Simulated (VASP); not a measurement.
Set up this calculation in VASP 6.6.1, as the native input.

```
Task                   : single point
Functional             : r2SCAN
Potentials or basis    : VASP PAW PBE potentials, release 64 (Ba_sv, Te)
Cutoff                 : 520 eV
k mesh                 : 6 × 6 × 6
Occupations            : gaussian, width 0.01 eV
Spin                   : no spin polarisation
Dipole correction      : no
Further INCAR settings : ALGO = Normal; EDIFF = 1e-07; NBANDS = 15
```

BaTe:

```xyz
2
Lattice="0.0000 3.5674 3.5674 3.5674 0.0000 3.5674 3.5674 3.5674 0.0000" Properties=species:S:1:pos:R:3 pbc="T T T"
Ba    0.0000    0.0000    0.0000
Te    3.5674    3.5674    3.5674
```

This cell differs from its parent crystal: volume changed by +3%.

One way to write it, as run:

POSCAR

```
BaTe
1.0
    0.0000000000      3.5673555405      3.5673555405
    3.5673555405      0.0000000000      3.5673555405
    3.5673555405      3.5673555405      0.0000000000
Ba Te
1 1
Direct
    0.0000000000      0.0000000000      0.0000000000
    0.5000000000      0.5000000000      0.5000000000
```

INCAR.step1

```
PREC     = Accurate       # precision mode
ENCUT    = 520            # plane-wave cutoff, eV
ISMEAR   = 0              # smearing method
SIGMA    = 0.01           # smearing width, eV
LREAL    = False          # projectors in reciprocal space
LASPH    = True           # aspherical terms in the spheres
NELM     = 80             # most SCF steps
NBANDS   = 15             # bands
GGA      = PE             # functional
ALGO     = Normal         # electronic algorithm
EDIFF    = 1E-4           # SCF threshold, eV
LWAVE    = True           # write WAVECAR
LCHARG   = False          # write CHGCAR
```

INCAR.step2

```
PREC     = Accurate       # precision mode
ENCUT    = 520            # plane-wave cutoff, eV
EDIFF    = 1E-7           # SCF threshold, eV
ISMEAR   = 0              # smearing method
SIGMA    = 0.01           # smearing width, eV
LREAL    = False          # projectors in reciprocal space
LASPH    = True           # aspherical terms in the spheres
NELM     = 80             # most SCF steps
ALGO     = Normal         # electronic algorithm
ISIF     = 2              # what is computed and relaxed
LWAVE    = False          # write WAVECAR
LCHARG   = False          # write CHGCAR
METAGGA  = R2SCAN         # meta-GGA
LMIXTAU  = True         
NBANDS   = 15             # bands
ISTART   = 1
```

KPOINTS

```
regular mesh
0
Gamma
  6 6 6
```

Potentials or basis: VASP PAW PBE potentials, release 64 (Ba_sv, Te).

The run is started by

```sh
$ cat potpaw_PBE.64/Ba_sv/POTCAR potpaw_PBE.64/Te/POTCAR > POTCAR
$ cp INCAR.step1 INCAR
$ mpirun -np 1 vasp_std > vasp.out
$ cp INCAR.step2 INCAR
$ mpirun -np 1 vasp_std > vasp.out
```

Results of the run:

* Pressure: -0.6 GPa
* Band gap on the k mesh: 1.99 eV, indirect (least direct gap 2.37 eV)

Caveat: the PAW data sets were made with another functional, which shifts forces and pressure a little; spin-orbit coupling is left out, which moves the levels of the heavy elements.

It took 2.5 min on 1 thread of Intel Xeon 6975P-C, on a shared host, peak memory 0.26 GiB.
